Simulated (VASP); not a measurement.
Wanted: the native input for a VASP 6.6.1 run.

```
Task                   : single point
Functional             : LDA
Potentials or basis    : VASP PAW LDA potentials, release 64 (K_sv, Pt)
Cutoff                 : 500 eV
k mesh                 : 11 × 11 × 6
Occupations            : fermi-dirac, width 0.08 eV
Spin                   : collinear spin, zero start
Starting moments       : [0.0, 0.0] μB
Fixed moment           : 0 μB
Dipole correction      : no
Further INCAR settings : ALGO = Normal; EDIFF = 1e-06; NBANDS = 20
```

The structure of KPt lies in POSCAR:

```
KPt
1.0
    3.0008472788      0.0000000000      0.0000000000
   -1.5004236394      2.5988099763      0.0000000000
    0.0000000000      0.0000000000      5.3455780000
K Pt
1 1
Direct
    0.0000000000      0.0000000000      0.5000000000
    0.6666666667      0.3333333333      0.0000000000
```

The input as run:

INCAR

```
SYSTEM = KPt
ALGO = Normal
EDIFF = 1E-6
ENCUT = 500
GGA_COMPAT = .False.
ISIF = 2
ISMEAR = -1
ISPIN = 2
LASPH = .True.
LCHARG = .True.
LELF = .True.
LMAXMIX = 4
LORBIT = 11
LREAL = .False.
LVHAR = .True.
LWAVE = .False.
MAGMOM = 0 0
NBANDS = 20
NELM = 200
NUPDOWN = 0.0
PREC = Accurate
SIGMA = 0.08
```

KPOINTS

```
k-points
0
Gamma
  11 11 6
  0 0 0
```

Potentials or basis: VASP PAW LDA potentials, release 64 (K_sv, Pt).

Launch:

```sh
$ cat potpaw_LDA.64/K_sv/POTCAR potpaw_LDA.64/Pt/POTCAR > POTCAR
$ mpirun -np 1 vasp_std > vasp.out
```

It gave:

The pressure is -6.6 GPa. The net moment is 0.00 μB per cell and the valence electrons inside the program's atomic spheres are K 7.63; Pt 9.02.

Caveat: the total moment is fixed, so each spin has its own Fermi level.

It took 2.1 min on 1 thread of Intel Xeon 8259CL (shared host), peak memory 0.21 GiB.
